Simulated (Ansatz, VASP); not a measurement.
# One calculation of Ga2Cu, two programs

```xyz
3
Lattice="2.8866 0.0000 0.0000 0.0000 2.8866 0.0000 0.0000 0.0000 5.8390" Properties=species:S:1:pos:R:3 pbc="T T T"
Ga    1.4433    1.4433    1.7225
Ga    1.4433    1.4433    4.1165
Cu    0.0000    0.0000    0.0000
```

Change from the starting cell: equal xx and yy strain of +2 %.

Alike in both runs: task single point; functional PBEsol; k mesh 14 × 14 × 7; occupations fermi-dirac, width 0.08 eV; no spin polarisation.

|  | VASP | Ansatz |
| --- | --- | --- |
| version | VASP 6.6.1 | Ansatz 0.2.0 |
| potentials or method | VASP PAW PBE potentials, release 64 (Ga_d, Cu), cutoff 520 eV | all-electron LAPW, scalar-relativistic |

Ansatz gave:

```
pressure (GPa)                                                : -6.2
traceless stress, the component that is largest in VASP (GPa) : 3.50
rms of the force components (eV/Å)                            : 0.554
```

**Question.** What did VASP give for the same quantities?

**Answer.** Pressure (GPa): -5.9; traceless stress, the component that is largest in VASP (GPa): 3.61; rms of the force components (eV/Å): 0.546.

VASP's potentials were made for PBE, not for PBEsol. Atom by atom the forces differ by 0.008 eV/Å (rms over components). Ansatz ran all-electron here, and VASP with PAW potentials.
